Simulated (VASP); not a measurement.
Wanted: the native input for a VASP 6.6.1 run.

| Item | Value |
| --- | --- |
| Task | single point |
| Functional | r2SCAN |
| Dispersion | D3(BJ) |
| Potentials or basis | VASP PAW PBE potentials, release 64 (Al) |
| Cutoff | 520 eV |
| k mesh | 7 × 7 × 10 |
| Occupations | fermi-dirac, width 0.05 eV |
| Spin | no spin polarisation |
| Dipole correction | no |
| Further INCAR settings | ALGO = Normal; EDIFF = 1e-07; NBANDS = 10 |

The system is Al.

```
Al
1.0
     4.50645    0.00000    0.00000
    -2.25323    3.90270    0.00000
     0.00000    0.00000    2.71619
Al
2
Direct
  0.33333 0.66667 0.50000
  0.66667 0.33333 0.50000
```

These files were run (other wordings do the same):

POSCAR

```
Al
1.0
    4.5064515550      0.0000028612      0.0000000000
   -2.2532282554      3.9027000970      0.0000000000
    0.0000000000      0.0000000000      2.7161881004
Al
2
Direct
    0.3333333333      0.6666666667      0.5000000000
    0.6666666667      0.3333333333      0.5000000000
```

INCAR.step1

```
SYSTEM = Al
PREC     = Accurate       ! precision mode
ENCUT    = 520            ! plane-wave cutoff, eV
ISMEAR   = -1             ! smearing method
SIGMA    = 0.05           ! smearing width, eV
LREAL    = .False.        ! projectors in reciprocal space
LASPH    = .True.         ! aspherical terms in the spheres
NELM     = 80             ! most SCF steps
NBANDS   = 10             ! bands
GGA      = PE             ! functional
ALGO     = Normal         ! electronic algorithm
EDIFF    = 1E-4           ! SCF threshold, eV
LWAVE    = .True.         ! write WAVECAR
LCHARG   = .False.        ! write CHGCAR
```

INCAR.step2

```
SYSTEM = Al
PREC     = Accurate       ! precision mode
ENCUT    = 520            ! plane-wave cutoff, eV
EDIFF    = 1E-7           ! SCF threshold, eV
ISMEAR   = -1             ! smearing method
SIGMA    = 0.05           ! smearing width, eV
LREAL    = .False.        ! projectors in reciprocal space
LASPH    = .True.         ! aspherical terms in the spheres
NELM     = 80             ! most SCF steps
ALGO     = Normal         ! electronic algorithm
ISIF     = 2              ! what is computed and relaxed
LWAVE    = .False.        ! write WAVECAR
LCHARG   = .True.         ! write CHGCAR
METAGGA  = R2SCAN         ! meta-GGA
LMIXTAU  = .True.       
IVDW     = 12             ! dispersion correction
VDW_S6   = 1.0          
VDW_S8   = 0.78981345   
VDW_A1   = 0.49484001   
VDW_A2   = 5.73083694   
LELF     = .True.         ! ELF
LVHAR    = .True.       
NBANDS   = 10             ! bands
ISTART   = 1
```

KPOINTS

```
regular mesh
0
Gamma
  7 7 10
  0 0 0
```

Potentials or basis: VASP PAW PBE potentials, release 64 (Al).

Run with:

```sh
$ cat potpaw_PBE.64/Al/POTCAR > POTCAR
$ cp INCAR.step1 INCAR
$ mpirun -np 1 vasp_std > vasp.out
$ cp INCAR.step2 INCAR
$ mpirun -np 1 vasp_std > vasp.out
```

It gave:

* Pressure: -0.3 GPa
* Band gap on the k mesh: zero (band 3 reaches 6.77 eV, above the bottom of band 4 at 3.02 eV)
* Dispersion energy per atom: -0.110 eV

Caveat: three body term missing; the PAW data sets were made with another functional, which shifts forces and pressure a little; pairwise dispersion overbinds metals, which lowers pressure and volume.

It took 2 min on 1 thread of AMD EPYC 7R13 Processor (Zen 3), with other jobs on the host, peak memory 0.14 GiB.
